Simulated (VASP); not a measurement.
# Al2InN3 (P1) in VASP: relaxation of cell and atoms with PBE

Aim: the relaxation of cell and atoms of Al2InN3 with PBE.

All numbers are computed with VASP 6.6.1; they aren't measurements. Logs are shortened: lines on timing, memory, paths and dates and some standing lists are left out, and cuts for length are marked.

## 1. The cell of the first run

The typed cell holds 12 atoms: a = 3.064 Å, b = 5.152 Å, c = 7.554 Å, α = 88.12°, β = 90.68°, γ = 87.52°.

## 2. Relaxation of cell and atoms, PBE

File INCAR:

```
SYSTEM = Al2InN3
ALGO = Normal
EDIFF = 1E-7
EDIFFG = -0.025
ENCUT = 600
GGA = PE
IBRION = 2
ISIF = 3
ISMEAR = 0
LASPH = .TRUE.
LCHARG = .FALSE.
LREAL = .FALSE.
LWAVE = .FALSE.
NELM = 100
NSW = 80
PREC = Accurate
SIGMA = 0.1
```

File KPOINTS:

```
k-points
0
G
  4 4 2
  0 0 0
```

File POSCAR:

```
Al2InN3
1.0
    3.0629366906      0.0656055956     -0.0187130286
    0.1136322247      5.1496948789      0.0856087909
   -0.0464730081      0.1227480040      7.5528118186
Al In N
4 2 6
Direct
    0.9750666641      0.3207052053      0.6504639293
    0.4642498999      0.8383752678      0.6397393566
    0.4915988013      0.1748348502      0.3195968971
    1.0197205428      0.6704111288      0.3508914438
    0.5104102853      0.4774023423      1.0000145590
    0.0208685364     -0.0007215386      0.0013574265
    0.9994900264      0.3361612538      0.2203169637
    0.5150884370      0.8273283954      0.2100272293
    0.5211395472      0.1694055284      0.7839468350
    0.9730001605      0.6528046346      0.8228413020
    0.4955048562      0.5247494848      0.4995124995
    0.0138622429      0.0085434473      0.5012915582
```

Potentials or basis: VASP PAW PBE potentials, release 64 (Al, In_d, N).

Command:

```sh
$ cat potpaw_PBE.64/Al/POTCAR potpaw_PBE.64/In_d/POTCAR potpaw_PBE.64/N/POTCAR > POTCAR
$ mpirun -np 1 vasp_std > vasp.out
```

OUTCAR:

```text
SYSTEM = Al2InN3
   EDIFF = 1E-7
   EDIFFG = -0.025
   ENCUT = 600
   GGA = PE
   IBRION = 2
   ISIF = 3
   ISMEAR = 0
   LASPH = .TRUE.
   LREAL = .FALSE.
   NELM = 100
   NSW = 80
   PREC = Accurate

 ion  position               nearest neighbor table
   1  0.975  0.321  0.650-   9 1.91  12 1.99   9 2.05  11 2.08  10 2.18  11 2.25   2 2.85   4 2.85
                             2 3.00   3 3.02   2 3.03   3 3.07   6 3.08   2 3.11   5 3.13   5 3.23
   2  0.464  0.838  0.640-  12 1.89  11 1.96   9 2.07  12 2.19  10 2.23  10 2.28   4 2.74   1 2.85
                             4 2.91   3 2.93   1 3.00   1 3.03   1 3.11   6 3.18   5 3.24   6 3.35
   3  0.492  0.175  0.320-   7 1.83   7 1.94   8 2.00  12 2.20  12 2.22  11 2.29   5 2.83   4 2.90
                             2 2.93   6 2.97   4 3.00   1 3.02   4 3.03   6 3.06   1 3.07   4 3.10
   4  0.020  0.670  0.351-  11 1.94   8 1.99   7 2.02   8 2.04  12 2.11  11 2.12   2 2.74   1 2.85
                             3 2.90   2 2.91   3 3.00   3 3.03   6 3.09   3 3.10   5 3.23   5 3.26
   5  0.510  0.477  0.000-  10 2.17  10 2.25   7 2.30   9 2.31   7 2.41   8 2.44   3 2.83   6 2.86
                             6 2.94   6 3.02   1 3.13   6 3.17   4 3.23   1 3.23   2 3.24   4 3.26
   6  0.021  0.999  0.001-  10 2.28   8 2.30   9 2.35   8 2.40   9 2.43   7 2.44   5 2.86   5 2.94
                             3 2.97   5 3.02   3 3.06   1 3.08   4 3.09   5 3.17   2 3.18   2 3.35
   7  0.999  0.336  0.220-   3 1.83   3 1.94   4 2.02   5 2.30   5 2.41   6 2.44
   8  0.515  0.827  0.210-   4 1.99   3 2.00   4 2.04   6 2.30   6 2.40   5 2.44
   9  0.521  0.169  0.784-   1 1.91   1 2.05   2 2.07   5 2.31   6 2.35   6 2.43
  10  0.973  0.653  0.823-   5 2.17   1 2.18   2 2.23   5 2.25   2 2.28   6 2.28
  11  0.496  0.525  0.500-   4 1.94   2 1.96   1 2.08   4 2.12   1 2.25   3 2.29
  12  0.014  0.009  0.501-   2 1.89   1 1.99   4 2.11   2 2.19   3 2.20   3 2.22

  LATTYP: Found a triclinic cell.
 ALAT       =     3.0636963691
 B/A-ratio  =     3.1932441508
 C/A-ratio  =     1.6815177354
 COS(alpha) =     0.0018883017
 COS(beta)  =     0.0433561331
 COS(gamma) =     0.6355182740

  Lattice vectors:

 A1 = (   3.0629366906,   0.0656055956,  -0.0187130286)
 A2 = (   6.1723463893,   0.0084631872,  -7.5902378758)
 A3 = (   0.1136322247,   5.1496948789,   0.0856087909)

Analysis of symmetry for initial positions (statically):
=====================================================================
 Subroutine PRICEL returns:
 Original cell was already a primitive cell.

 Routine SETGRP: Setting up the symmetry group for a
 triclinic supercell.

 Subroutine GETGRP returns: Found  1 space group operations
 (whereof  1 operations were pure point group operations)
 out of a pool of  2 trial point group operations.

The static configuration has the point symmetry C_1 .

Analysis of symmetry for dynamics (positions and initial velocities):
=====================================================================
 Subroutine PRICEL returns:
 Original cell was already a primitive cell.

 Routine SETGRP: Setting up the symmetry group for a
 triclinic supercell.

 Subroutine GETGRP returns: Found  1 space group operations
 (whereof  1 operations were pure point group operations)
 out of a pool of  2 trial point group operations.

The dynamic configuration has the point symmetry C_1 .

 Subroutine INISYM returns: Found  1 space group operations
 (whereof  1 operations are pure point group operations),
 and found     1 'primitive' translations

----------------------------------------------------------------------------------------

                                     Primitive cell

  volume of cell :     119.0384

  direct lattice vectors                    reciprocal lattice vectors
     3.062936691  0.065605596 -0.018713029     0.326652201 -0.007243218  0.002127632
     0.113632225  5.149694879  0.085608791    -0.004181874  0.194331470 -0.003183999
    -0.046473008  0.122748004  7.552811819     0.000856722 -0.002220633  0.132442383

  length of vectors
     3.063696369  5.151659780  7.553952156     0.326739424  0.194402536  0.132463768

  position of ions in fractional coordinates (direct lattice)
     0.975066664  0.320705205  0.650463929
     0.464249900  0.838375268  0.639739357
     0.491598801  0.174834850  0.319596897
     0.019720543  0.670411129  0.350891444
     0.510410285  0.477402342  0.000014559
     0.020868536  0.999278461  0.001357427
     0.999490026  0.336161254  0.220316964
     0.515088437  0.827328395  0.210027229
     0.521139547  0.169405528  0.783946835
     0.973000160  0.652804635  0.822841302
     0.495504856  0.524749485  0.499512499
     0.013862243  0.008543447  0.501291558

  ion indices of the primitive-cell ions
[... 34 lines left out ...]

 Subroutine IBZKPT returns following result:
 ===========================================

 Found     20 irreducible k-points:

 Following reciprocal coordinates:
            Coordinates               Weight
  0.000000  0.000000  0.000000      1.000000
  0.250000  0.000000  0.000000      2.000000
  0.500000  0.000000  0.000000      1.000000
 -0.000000  0.250000  0.000000      2.000000
  0.250000  0.250000  0.000000      2.000000
  0.500000  0.250000  0.000000      2.000000
[... 12 lines left out ...]
  0.250000  0.500000  0.500000      2.000000
  0.500000  0.500000  0.500000      1.000000
   k-points           NKPTS =     20   k-points in BZ     NKDIM =     20   number of bands    NBANDS=     41
   number of dos      NEDOS =    301   number of ions     NIONS =     12
   total plane-waves  NPLWV =  60480
   dimension x,y,z NGX =    24 NGY =   42 NGZ =   60
   dimension x,y,z NGXF=    48 NGYF=   84 NGZF=  120
   ions per type =               4   2   6
   NGX,Y,Z   is equivalent  to a cutoff of  13.02, 13.55, 13.20 a.u.
   NGXF,Y,Z  is equivalent  to a cutoff of  26.05, 27.11, 26.41 a.u.
 SYSTEM =  Al2InN3
   PREC   = accura    normal or accurate (medium, high low for compatibility)
   ISTART =      0    job   : 0-new  1-cont  2-samecut
   ICHARG =      2    charge: 1-file 2-atom 10-const
   ISPIN  =      1    spin polarized calculation?
   LNONCOLLINEAR =      F non collinear calculations
   LSORBIT =      F    spin-orbit coupling
   LASPH  =      T    aspherical Exc in radial PAW
   ENCUT  =  600.0 eV  44.10 Ry    6.64 a.u.   6.12 10.29 15.09*2*pi/ulx,y,z
   NELM   =    100;   NELMIN=  2; NELMDL= -5     # of ELM steps
   EDIFF  = 0.1E-06   stopping-criterion for ELM
   LREAL  =      F    real-space projection
   EDIFFG = -.3E-01   stopping-criterion for IOM
   NSW    =     80    number of steps for IOM
   IBRION =      2    ionic relax: 0-MD 1-quasi-New 2-CG
   NFREE  =      1    steps in history (QN), initial steepest desc. (CG)
   ISIF   =      3    stress and relaxation
   ISYM   =      2    0-nonsym 1-usesym 2-fastsym
   POTIM  = 0.5000    time-step for ionic-motion
   TEBEG  =    0.0;   TEEND  =   0.0 temperature during run
   PSTRESS=    0.0 pullay stress
   NELECT =      68.0000    total number of electrons
   NUPDOWN=      -1.0000    fix difference up-down
   EMIN   =  10.00;   EMAX   =-10.00  energy-range for DOS
   EFERMI =   0.00;   METHOD = LEGACY
   ISMEAR =     0;   SIGMA  =   0.10  broadening in eV -4-tet -1-fermi 0-gaus
   EFERMI_NEDOS =   21; number of points for ismear=-14 and -15
   IALGO  =     38    algorithm
   IMIX   =      4    mixing-type and parameters
     AMIX     =   0.40;   BMIX     =  1.00
     AMIX_MAG =   1.60;   BMIX_MAG =  1.00
  volume/ion in A,a.u.               =       9.92        66.94
  Fermi-wavevector in a.u.,A,eV,Ry     =   1.358362  2.566931 25.104738  1.845146
  Thomas-Fermi vector in A             =   2.485201
   LORBIT       =      0    0 simple, 1 ext, 2 COOP (PROOUT), +10 PAW based schemes
   GGA     = PE    functional components
   LHFCALC =     F    Hartree Fock is set to
   AEXX    =    0.0000 exact exchange contribution
   IVDW    =     0    specifies the selected vdW correction
   LEPSILON=     F    determine dielectric tensor
   LRPA    =     F    only Hartree local field effects (RPA)
 conjugate gradient relaxation of ions
 non-spin polarized calculation
 Gauss-broadening in eV      SIGMA  =   0.10
  energy-cutoff  :      600.00
  volume of cell :      119.04
 maximum number of plane-waves:      3996
   NGX = 13   NGY = 21   NGZ = 31

--------------------------------------- Ionic step        1  -------------------------------------------

 number of electron      68.0000005 magnetization

 Free energy of the ion-electron system (eV)
  ---------------------------------------------------
  ext. energy  EPLUGINS =         0.00000000
  ---------------------------------------------------
  free energy    TOTEN  =       -75.45666806 eV

  energy without entropy =      -75.45666806  energy(sigma->0) =      -75.45666806

------------------------ aborting loop because EDIFF is reached ----------------------------------------

  FORCE on cell =-STRESS in cart. coord.  units (eV):
  Direction    XX          YY          ZZ          XY          YZ          ZX
  --------------------------------------------------------------------------------------
  -------------------------------------------------------------------------------------
  Total        1.2420301      8.4962327      3.6243264     -5.0270406     -4.9276722     -0.6621595
  in kB       16.7168904    114.3535776     48.7809961    -67.6605858    -66.3231538     -8.9122219
  external PRESSURE =      59.9504880 kB  Pullay stress =       0.0000000 kB
[... 119 lines left out ...]
  FREE ENERGIE OF THE ION-ELECTRON SYSTEM (eV)
  ---------------------------------------------------
  free  energy   TOTEN  =       -76.4967990332 eV

  energy  without entropy=      -76.4967990332  energy(sigma->0) =      -76.49679903

 E-fermi :  10.0928     XC(G=0): -12.1537

 val. band max:        9.6495057158   @ k =   0.0000   0.0000   0.5000
 cond. band min:      11.8809500888   @ k =   0.5000   0.5000   0.0000
 fundamental gap:      2.2314443730
 Fermi energy:        10.0927682408

 k-point     1 :       0.0000    0.0000    0.0000
  band No.  band energies     occupation
      1      -7.0356      2.00000
      2      -6.0324      2.00000
      3      -5.4489      2.00000
      4      -5.0325      2.00000
      5      -4.8260      2.00000
      6      -4.6080      2.00000
[... 869 lines left out ...]
     40      14.1355      0.00000
     41      17.1030      0.00000

[... ionic steps 4 to 15 ...]

--------------------------------------- Ionic step       16  -------------------------------------------

 number of electron      68.0000033 magnetization

------------------------ aborting loop because EDIFF is reached ----------------------------------------
[... 87 lines left out ...]
--------------------------------------- Ionic step       18  -------------------------------------------

 number of electron      68.0000034 magnetization

 Free energy of the ion-electron system (eV)
  ---------------------------------------------------
  ext. energy  EPLUGINS =         0.00000000
  ---------------------------------------------------
  free energy    TOTEN  =       -76.93641800 eV

  energy without entropy =      -76.93641800  energy(sigma->0) =      -76.93641800

 E-fermi :   9.9250     XC(G=0): -12.1220

 val. band max:        9.4824139224   @ k =   0.2500   0.0000   0.0000
 cond. band min:      11.8052858614   @ k =   0.0000   0.0000   0.0000
 fundamental gap:      2.3228719390
 Fermi energy:         9.9249939712

 k-point     1 :       0.0000    0.0000    0.0000
  band No.  band energies     occupation
      1      -7.0562      2.00000
      2      -6.0580      2.00000
      3      -5.4806      2.00000
      4      -5.0749      2.00000
      5      -4.8946      2.00000
      6      -4.6704      2.00000
[... 908 lines left out ...]
  FREE ENERGIE OF THE ION-ELECTRON SYSTEM (eV)
  ---------------------------------------------------
  free  energy   TOTEN  =       -76.9364179960 eV

  energy  without entropy=      -76.9364179960  energy(sigma->0) =      -76.93641800

 reached required accuracy - stopping structural energy minimisation
```

Run time: 19 min. Hardware: 1 thread of Intel Xeon 6975P-C (Granite Rapids), shared host; peak memory 0.29 GiB.

What came out:

```
Free energy                           : -76.9364 eV
Relaxed volume                        : 9.94 Å³/atom
Relaxed cell                          : a = 3.031 Å, b = 5.236 Å, c = 7.514 Å, α = 90.12°, β = 90.02°, γ = 89.98°
Space group after relaxing (to 0.1 Å) : P-3m1 (No. 164)
Energy gained by relaxing             : 123.3 meV/atom
Ionic steps                           : 18
Pressure after relaxing               : -0.1 GPa
Largest force after relaxing          : 0.016 eV/Å
Band gap on the k mesh                : 2.32 eV (least direct gap 2.58 eV)
```

Forces on the atoms (eV/Å):
```
Al   0.004  0.011 -0.009
Al   0.007  0.002  0.006
Al  -0.006 -0.003  0.011
Al  -0.008 -0.009  0.003
In  -0.003  0.006  0.005
In   0.002 -0.008 -0.003
N   -0.009 -0.007  0.012
N   -0.003  0.001 -0.004
N    0.009 -0.001 -0.002
N    0.008  0.004 -0.003
N   -0.003  0.004 -0.011
N    0.001 -0.001 -0.003
```

The path:
```
step  energy change (eV)  largest force (eV/Å)  pressure (GPa)  volume (Å³)
   1              0.0000                3.6507            6.00       119.04
   2             -0.9822                1.3103           -8.24       125.42
   3             -1.0401                1.2124           -6.15       124.11
   4             -1.3377                0.7182            1.82       118.70
   5             -1.3383                0.7263            2.29       118.44
   6             -1.4338                0.5425            0.46       119.14
   7             -1.4352                0.5529            0.27       119.24
   8             -1.4627                0.2245           -0.70       119.68
   9             -1.4629                0.2447           -0.79       119.72
  10             -1.4740                0.1366            0.40       119.03
  11             -1.4741                0.1348            0.54       118.95
  12             -1.4776                0.1271           -0.16       119.32
  13             -1.4776                0.1308           -0.18       119.34
  14             -1.4790                0.0582           -0.06       119.27
  15             -1.4791                0.0655           -0.03       119.25
  16             -1.4795                0.0335            0.08       119.19
  17             -1.4795                0.0358            0.09       119.19
  18             -1.4797                0.0158           -0.06       119.27
```

Final structure:
```cif
data_structure
_symmetry_space_group_name_H-M 'P 1'
_symmetry_Int_Tables_number 1
_cell_length_a 3.0315
_cell_length_b 5.2358
_cell_length_c 7.5142
_cell_angle_alpha 90.125
_cell_angle_beta 90.018
_cell_angle_gamma 89.984
_cell_volume 119.27
loop_
_atom_site_label
_atom_site_type_symbol
_atom_site_fract_x
_atom_site_fract_y
_atom_site_fract_z
_atom_site_occupancy
Al1 Al 0.99935 0.33244 0.65550 1
Al2 Al 0.49925 0.83259 0.65534 1
Al3 Al 0.50076 0.16746 0.34447 1
Al4 Al 0.00077 0.66745 0.34457 1
In1 In 0.50013 0.50004 0.99989 1
In2 In 0.99987 0.00006 0.00005 1
N1 N 0.00087 0.33389 0.19706 1
N2 N 0.50058 0.83377 0.19730 1
N3 N 0.49910 0.16620 0.80286 1
N4 N 0.99920 0.66623 0.80284 1
N5 N 0.50017 0.49987 0.50011 1
N6 N 0.99995 0.00000 0.50003 1
```

Caveat: the k points lie up to 0.52 Å⁻¹ apart in the final cell; spin-orbit coupling is left out, which moves the levels of the heavy elements.
